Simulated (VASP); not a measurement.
AlRu: single point with PBE

The system is AlRu.

```
CELL_PARAMETERS angstrom
2.95902 0.00000 0.00000
0.00000 2.95902 0.00000
0.00000 0.00000 2.95902
ATOMIC_POSITIONS crystal
Al 0.00000 0.00000 0.00000
Ru 0.50000 0.50000 0.50000
```

This cell differs from its parent crystal: strain -0.015 along x and y, -0.015 along z.

| Item | Value |
| --- | --- |
| Program | VASP 6.6.1 |
| Task | single point |
| Functional | PBE |
| Potentials or basis | VASP PAW PBE potentials, release 64 (Al, Ru_pv) |
| Cutoff | 520 eV |
| k mesh | 20 × 20 × 20 |
| Occupations | gaussian, width 0.15 eV |
| Spin | no spin polarisation |

| Property | Result |
| --- | --- |
| Pressure | 10.2 GPa |

Levels at points of the mesh, in eV from the Fermi level:
| k point | band 7 | band 8 | band 9 | band 10 | band 11 | band 12 |
| --- | --- | --- | --- | --- | --- | --- |
| (0.00, 0.00, 0.00) | 0.19 | 0.19 | 0.19 | 6.25 | 6.25 | 6.25 |
| (0.50, 0.00, 0.00) | -1.67 | -1.67 | 0.46 | 2.42 | 7.43 | 11.21 |
| (0.50, 0.50, 0.00) | -1.38 | -1.23 | -1.23 | 1.62 | 5.54 | 6.58 |
| (0.50, 0.50, 0.50) | 1.72 | 1.72 | 2.78 | 4.22 | 4.22 | 4.22 |

Run time: 2.7 min on 1 thread of AMD EPYC 7R13, with other jobs on the host, peak memory 0.2 GiB.

Caveat: the cell differs from its parent crystal (strain -0.015 along x and y, -0.015 along z).
